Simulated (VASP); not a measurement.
Wanted: the native input for a VASP 6.6.1 run.

| Property | Result |
| --- | --- |
| Task | single point |
| Functional | PBE |
| Potentials or basis | VASP PAW PBE potentials, release 64 (Co_sv) |
| Cutoff | 690 eV |
| k mesh | 12 × 12 × 7 |
| Occupations | gaussian, width 0.028 eV |
| Spin | collinear spin, ferromagnetic start |
| Starting moments | [2.0, 2.0] μB |
| Dipole correction | no |
| Further INCAR settings | ALGO = Normal; EDIFF = 1e-06; NBANDS = 28 |

The structure of Co lies in POSCAR:

```
Co
1.0
    2.4719999032      0.0000000000      0.0000000000
   -1.2359999516      2.1408147143      0.0000000000
    0.0000000000      0.0000000000      4.0211440800
Co
2
Direct
    0.6666666667      0.3333333333      0.7500000000
    0.3333333333      0.6666666667      0.2500000000
```

These files were run (other wordings do the same):

INCAR

```
SYSTEM = Co
  PREC = Accurate
  ENCUT = 690
  EDIFF = 1E-6
  ISMEAR = 0
  SIGMA = 0.028000000000000004
  LREAL = .FALSE.
  LASPH = .TRUE.
  NELM = 200
  ALGO = Normal
  ISIF = 2
  LWAVE = .FALSE.
  LCHARG = .TRUE.
  ISPIN = 2
  MAGMOM = 2 2
  LORBIT = 11
  LMAXMIX = 4
  GGA = PE
  LELF = .TRUE.
  LVHAR = .TRUE.
  NBANDS = 28
  GGA_COMPAT = .FALSE.
```

KPOINTS

```
regular mesh
0
G
  12 12 7
  0 0 0
```

Potentials or basis: VASP PAW PBE potentials, release 64 (Co_sv).

The run is started by

```bash
$ cat potpaw_PBE.64/Co_sv/POTCAR > POTCAR
$ mpirun -np 1 vasp_std > vasp.out
```

Results of the run:

| Property | Result |
| --- | --- |
| Pressure | 3.3 GPa |
| Net moment | 3.21 μB per cell |
| Site moments | Co +1.67 μB |
| Valence electrons inside the program's atomic spheres | Co 15.07 |

Caveat: the cell stands under pressure.

Run time: 3.4 min on 1 thread of AMD EPYC 7R43 64-Core Processor (Zen 3), on a shared host, peak memory 0.19 GiB.
